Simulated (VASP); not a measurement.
A run of VASP 6.6.1 is set up as follows.

Contents of INCAR:

```
SYSTEM = TiO2
ALGO = Normal
EDIFF = 1E-6
ENCUT = 520
GGA = PS
ISIF = 2
ISMEAR = -1
LASPH = .True.
LCHARG = .False.
LREAL = .False.
LWAVE = .False.
NBANDS = 33
NELM = 80
PREC = Accurate
SIGMA = 0.05
```

The input KPOINTS:

```
k-points
0
Gamma
  6 6 9
  0 0 0
```

File POSCAR:

```
TiO2
1.0
    4.6603684408      0.0000000000      0.0000000000
    0.0000000000      4.6603684408      0.0000000000
    0.0000000000      0.0000000000      2.9981550462
Ti O
2 4
Direct
    0.0000000000      0.0000000000      0.5000000000
    0.5000000000      0.5000000000      0.0000000000
    0.3043213200      0.3043213200      0.5000000000
    0.1956786800      0.8043213200      0.0000000000
    0.8043213200      0.1956786800      0.0000000000
    0.6956786800      0.6956786800      0.5000000000
```

Potentials or basis: VASP PAW PBE potentials, release 64 (Ti_sv, O).

Run with:

```bash
$ cat potpaw_PBE.64/Ti_sv/POTCAR potpaw_PBE.64/O/POTCAR > POTCAR
$ mpirun -np 1 vasp_std > vasp.out
```

**Question.** Estimate the pressure.

**Answer.** -10.7 GPa.

**Question.** Predict the band gap on the k mesh.

**Answer.** 1.71 eV, direct.

**Question.** What does it give for the largest force?

**Answer.** 0.221 eV/Å.

Forces in eV/Å, atoms in the order of the input:
```
Ti   0.000  0.000  0.000
Ti   0.000  0.000  0.000
O    0.156  0.156  0.000
O   -0.156  0.156  0.000
O    0.156 -0.156  0.000
O   -0.156 -0.156  0.000
```

Caveat: the PAW data sets were made with another functional, which shifts forces and pressure a little. A k mesh can miss the band edges.
